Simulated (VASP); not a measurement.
A run of VASP 6.6.1 is set up as follows.

INCAR

```
SYSTEM = HfC
  PREC = Accurate
  ENCUT = 600
  EDIFF = 1E-6
  ISMEAR = -1
  SIGMA = 0.05
  LREAL = .FALSE.
  LASPH = .TRUE.
  NELM = 60
  ALGO = Normal
  ISIF = 3
  LWAVE = .FALSE.
  LCHARG = .FALSE.
  GGA = RE
  IVDW = 12
  IBRION = 2
  NSW = 80
  EDIFFG = -0.005
```

The input KPOINTS:

```
regular mesh
0
G
  10 10 10
  0 0 0
```

POSCAR

```
HfC
1.0
    0.0000000000      2.3250000000      2.3250000000
    2.3250000000      0.0000000000      2.3250000000
    2.3250000000      2.3250000000      0.0000000000
Hf C
1 1
Direct
    0.5000000000      0.5000000000      0.5000000000
    0.0000000000      0.0000000000      0.0000000000
```

Potentials or basis: VASP PAW PBE potentials, release 64 (Hf_pv, C).

Run with:

```bash
$ cat potpaw_PBE.64/Hf_pv/POTCAR potpaw_PBE.64/C/POTCAR > POTCAR
$ mpirun -np 1 vasp_std > vasp.out
```

(1) Estimate the dispersion energy per atom.

(2) What does it give for the space group after relaxing (to 0.1 Å)?

(3) Predict the relaxed cell.

(4) Predict the band gap on the k mesh.

Results:

(1) -0.677 eV.

(2) Fm-3m (No. 225).

(3) a = 3.258 Å, b = 3.258 Å, c = 3.258 Å, α = 60.00°, β = 60.00°, γ = 60.00°.

(4) zero (bands 7 and 8 overlap by 1.42 eV).

Caveat: spin-orbit coupling is left out, which moves the levels of the heavy elements.
